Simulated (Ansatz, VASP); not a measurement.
# Two plane-wave programs on Be

```
CELL_PARAMETERS angstrom
2.29000 0.00000 0.00000
-1.14500 1.98320 0.00000
0.00000 0.00000 3.58843
ATOMIC_POSITIONS crystal
Be 0.33333 0.66667 0.75000
Be 0.66667 0.33333 0.25000
```

Alike in both runs: task relaxation of cell and atoms; functional LDA; k mesh 20 × 20 × 12; occupations gaussian, width 0.05 eV; no spin polarisation.

|  | VASP | Ansatz |
| --- | --- | --- |
| version | VASP 6.6.1 | Ansatz 0.2.0 |
| potentials or method | VASP PAW LDA potentials, release 64 (Be), cutoff 600 eV | scalar-relativistic, plane waves, PAW |
| valence electrons in the cell | 4 | 4 |

Ansatz gave:

```
relaxed volume (Å³/atom)                                        : 7.56
relaxed length of the cell vector where the two differ most in proportion (Å) : 2.231
```

Problem. What did VASP give for the same quantities?

Solution. Relaxed volume (Å³/atom): 7.57; relaxed length of the cell vector where the two differ most in proportion (Å): 2.233.

LDA's correlation is that of Perdew and Zunger in VASP and of Perdew and Wang (1992) in Ansatz.
